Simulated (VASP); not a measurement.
Input of a VASP 6.6.1 run:

INCAR

```
PREC = Accurate ; ENCUT = 520
EDIFF = 1E-6 ; ISMEAR = 0
SIGMA = 0.01 ; LREAL = False
LASPH = True ; NELM = 80
ALGO = Normal ; ISIF = 2
LWAVE = False ; LCHARG = True
GGA = PS ; LELF = True
LVHAR = True ; NBANDS = 11
```

KPOINTS

```
Automatic mesh
0
Gamma
  6 6 6
```

POSCAR

```
BP
1.0
    0.0000000000      2.2383340787      2.2383340787
    2.2383340787      0.0000000000      2.2383340787
    2.2383340787      2.2383340787      0.0000000000
B P
1 1
Direct
    0.0000000000      0.0000000000      0.0000000000
    0.2500000000      0.2500000000      0.2500000000
```

Potentials or basis: VASP PAW PBE potentials, release 64 (B, P).

Run with:

```bash
$ cat potpaw_PBE.64/B/POTCAR potpaw_PBE.64/P/POTCAR > POTCAR
$ mpirun -np 1 vasp_std > vasp.out
```

Question: What does it give for the band gap on the k mesh?

Answer: 1.14 eV, indirect (least direct gap 3.42 eV).

Question: What does it give for the pressure?

Answer: 5.4 GPa.

Caveat: the PAW data sets were made with another functional, which shifts forces and pressure a little. A k mesh can miss the band edges.
